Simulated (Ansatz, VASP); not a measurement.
# SnO: VASP beside Ansatz

Contents of POSCAR:

```
SnO
1.0
    3.2975434386      0.0000000000      0.0000000000
   -1.6487717193      2.8557563880      0.0000000000
    0.0000000000      0.0000000000     18.3617551838
Sn O
4 4
Direct
    0.0000000000      0.0000000000     -0.0027326677
    0.3333333333      0.6666666667      0.2463782473
    0.0000000000      0.0000000000      0.4972673323
    0.6666666667      0.3333333333      0.7463782473
    0.0000000000      0.0000000000      0.1902282771
    0.3333333333      0.6666666667      0.4411261433
    0.0000000000      0.0000000000      0.6902282771
    0.6666666667      0.3333333333      0.9411261433
```

Contents of INCAR.step1:

```
SYSTEM = SnO
PREC = Accurate
ENCUT = 520
ISMEAR = 0
SIGMA = 0.01
LREAL = .False.
LASPH = .True.
NELM = 100
NBANDS = 50
GGA = PE
ALGO = Normal
EDIFF = 1E-4
LWAVE = .True.
LCHARG = .False.
LUSENCCL = .False.
```

Contents of INCAR.step2:

```
SYSTEM = SnO
PREC = Accurate
ENCUT = 520
EDIFF = 1E-6
ISMEAR = 0
SIGMA = 0.01
LREAL = .False.
LASPH = .True.
NELM = 100
ALGO = Normal
ISIF = 2
LWAVE = .False.
LCHARG = .False.
METAGGA = R2SCAN
LMIXTAU = .True.
NBANDS = 50
ISTART = 1
LUSENCCL = .False.
```

The input KPOINTS:

```
regular mesh
0
Gamma
  12 12 2
  0 0 0
```

Input for Ansatz:

```yaml
crystal:
  lattice:
    - [3.2975434386, 0.0, 0.0]
    - [-1.6487717193, 2.855756388, 0.0]
    - [0.0, 0.0, 18.3617551838]
  atoms:
    - { symbol: Sn, position: [0.0, 0.0, -0.0027326677] }
    - { symbol: Sn, position: [0.3333333333, 0.6666666667, 0.2463782473] }
    - { symbol: Sn, position: [0.0, 0.0, 0.4972673323] }
    - { symbol: Sn, position: [0.6666666667, 0.3333333333, 0.7463782473] }
    - { symbol: O, position: [0.0, 0.0, 0.1902282771] }
    - { symbol: O, position: [0.3333333333, 0.6666666667, 0.4411261433] }
    - { symbol: O, position: [0.0, 0.0, 0.6902282771] }
    - { symbol: O, position: [0.6666666667, 0.3333333333, 0.9411261433] }
kpoints:
  mp_grid: { grid: [12, 12, 2] }
  band_path:
    path:
      - [0.0, 0.0, 0.0]
      - [0.5, 0.0, 0.0]
      - [0.3333333333, 0.3333333333, 0.0]
      - [0.0, 0.0, 0.5]
      - [0.5, 0.0, 0.5]
      - [0.3333333333, 0.3333333333, 0.5]
      - [0.3125, 0.3125, 0.0]
    npoints: 1
hamiltonian:
  xc: r2scan
scf:
  occupations: { method: fixed }
  n_extra_bands: 6
output:
  forces: true
  stress: true
  eigenvalues: true
```

Alike in both runs: task single point; functional r2SCAN; k mesh 12 × 12 × 2; no spin polarisation.

```csv
,VASP,Ansatz
version,VASP 6.6.1,Ansatz 0.2.0
potentials or method,"VASP PAW PBE potentials, release 64 (Sn_d, O)","plane waves, PAW"
plane-wave cutoff (eV),520,500
occupations,"gaussian, width 0.01 eV",fixed
valence electrons in the cell,80,80
```

VASP gave:

| Property | Result |
| --- | --- |
| gap on the k mesh at the Fermi level (eV) | 1.59 |
| pressure (GPa) | 0.4 |
| traceless stress, the component that is largest in VASP (GPa) | -0.18 |
| rms of the force components (eV/Å) | 0.062 |

Q: Estimate Ansatz's values.

A: gap on the k mesh at the Fermi level (eV): 1.62; pressure (GPa): 0.0; traceless stress, the component that is largest in VASP (GPa): 0.01; rms of the force components (eV/Å): 0.001.

VASP's potentials were made for PBE, not for r2SCAN. Atom by atom the forces differ by 0.063 eV/Å (rms over components).
